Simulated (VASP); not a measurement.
Here is a VASP 6.6.1 calculation.

INCAR

```
SYSTEM = KBr
ALGO     = Normal         ! electronic algorithm
EDIFF    = 1E-6           ! SCF threshold, eV
ENCUT    = 520            ! plane-wave cutoff, eV
GGA      = PE             ! functional
ISIF     = 2              ! what is computed and relaxed
ISMEAR   = 0              ! smearing method
LASPH    = .TRUE.         ! aspherical terms in the spheres
LCHARG   = .FALSE.        ! write CHGCAR
LREAL    = .FALSE.        ! projectors in reciprocal space
LWAVE    = .FALSE.        ! write WAVECAR
NBANDS   = 15             ! bands
NELM     = 80             ! most SCF steps
PREC     = Accurate       ! precision mode
SIGMA    = 0.01           ! smearing width, eV
```

File KPOINTS:

```
k-points
0
G
  6 6 6
  0 0 0
```

The input POSCAR:

```
KBr
1.0
    0.0000000000      3.3022478179      3.3022478179
    3.3022478179      0.0000000000      3.3022478179
    3.3022478179      3.3022478179      0.0000000000
K Br
1 1
Direct
    0.0000000000      0.0000000000      0.0000000000
    0.5000000000      0.5000000000      0.5000000000
```

Potentials or basis: VASP PAW PBE potentials, release 64 (K_sv, Br).

Command:

```sh
$ cat potpaw_PBE.64/K_sv/POTCAR potpaw_PBE.64/Br/POTCAR > POTCAR
$ mpirun -np 1 vasp_std > vasp.out
```

(1) Predict the pressure.

(2) What does it give for the band gap on the k mesh?

Results:

(1) 0.7 GPa.

(2) 4.43 eV.
